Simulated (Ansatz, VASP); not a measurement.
B3C2 in VASP and in Ansatz

```
B C
1.0
     5.06467    0.00000    0.00000
    -2.53233    4.38613    0.00000
     0.00000    0.00000    4.20872
B C
3 2
Direct
  0.50000 0.00000 0.00000
  0.00000 0.50000 0.00000
  0.50000 0.50000 0.00000
  0.33333 0.66667 0.00000
  0.66667 0.33333 0.00000
```

Alike in both runs: functional PBE; k mesh 6 × 6 × 4; occupations gaussian, width 0.1 eV; no spin polarisation.

Ansatz relaxed the structure, and its values are those at the end. VASP's run is a single point on that final structure, the one shown.

```csv
,VASP,Ansatz
version,VASP 6.6.1,Ansatz 0.2.0
potentials or method,"VASP PAW PBE potentials, release 64 (B, C), cutoff 520 eV","scalar-relativistic, plane waves, PAW"
valence electrons in the cell,17,17
```

```tsv
	VASP	Ansatz	Ansatz less VASP
gap on the k mesh at the Fermi level (eV)	none	none	-
pressure (GPa)	0.0	0.1	+0.02
```

A gap of «none» marks a metal or a gap that the smearing closes. With one functional, cell and mesh, what is left measures potentials, basis and numerics.

The k mesh is coarse, so the values compare programs but aren't converged.
